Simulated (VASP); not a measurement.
Here is a VASP 6.6.1 calculation.

The input INCAR:

```
SYSTEM = SiO2
ALGO = Normal
EDIFF = 1E-6
ENCUT = 520
GGA = PS
ISIF = 2
ISMEAR = -1
LASPH = .TRUE.
LCHARG = .FALSE.
LREAL = .FALSE.
LWAVE = .FALSE.
NBANDS = 25
NELM = 100
PREC = Accurate
SIGMA = 0.05
```

The input KPOINTS:

```
k-points
0
G
  8 8 11
  0 0 0
```

Contents of POSCAR:

```
SiO2
1.0
    3.8644983274      0.0000000000      0.0000000000
    0.0000000000      3.8644983274      0.0000000000
    0.0000000000      0.0000000000      2.5245686593
Si O
2 4
Direct
    0.0000000000      0.0000000000      0.0000000000
    0.5000000000      0.5000000000      0.5000000000
    0.3007538850      0.3007538850      0.0000000000
    0.6992461150      0.6992461150      0.0000000000
    0.8007538850      0.1992461150      0.5000000000
    0.1992461150      0.8007538850      0.5000000000
```

Potentials or basis: VASP PAW PBE potentials, release 64 (Si, O).

Run with:

```console
$ cat potpaw_PBE.64/Si/POTCAR potpaw_PBE.64/O/POTCAR > POTCAR
$ mpirun -np 1 vasp_std > vasp.out
```

(1) Estimate the band gap on the k mesh.

(2) What does it give for the largest force?

(3) Predict the pressure.

Results:

(1) 6.79 eV.

(2) 0.019 eV/Å.

(3) 108.9 GPa.

Caveat: the cell stands under pressure; the PAW data sets were made with another functional, which shifts forces and pressure a little; an odd mesh through Γ misses points on the zone boundary, where band edges can lie.
